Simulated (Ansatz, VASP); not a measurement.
**Two plane-wave programs on AlAs3**

```
Al As
1.0
    -2.14792    2.14792    4.10983
     2.14792   -2.14792    4.10983
     2.14792    2.14792   -4.10983
Al As
1 3
Direct
  0.00000 0.00000 0.00000
  0.75000 0.25000 0.50000
  0.25000 0.75000 0.50000
  0.50000 0.50000 0.00000
```

Change from the starting cell: species swapped into the TlIn3 type (I4/mmm, No. 139).

Alike in both runs: functional PBE; k mesh 6 × 6 × 6; occupations gaussian, width 0.1 eV; no spin polarisation.

Ansatz relaxed the structure, and its values are those at the end. VASP's run is a single point on that final structure, the one shown.

|  | VASP | Ansatz |
| --- | --- | --- |
| version | VASP 6.6.1 | Ansatz 0.2.0 |
| potentials or method | VASP PAW PBE potentials, release 64 (Al, As), cutoff 520 eV | scalar-relativistic, plane waves, PAW |
| valence electrons in the cell | 18 | 48 |

|  | VASP | Ansatz | Ansatz less VASP |
| --- | --- | --- | --- |
| gap on the k mesh at the Fermi level (eV) | none | none | - |
| pressure (GPa) | -0.1 | -0.1 | -0.07 |

A gap of «none» marks a metal or a gap that the smearing closes. VASP's potentials hold 18 valence electrons a cell and Ansatz's 48, so a difference there can come from the potentials and not from the codes.
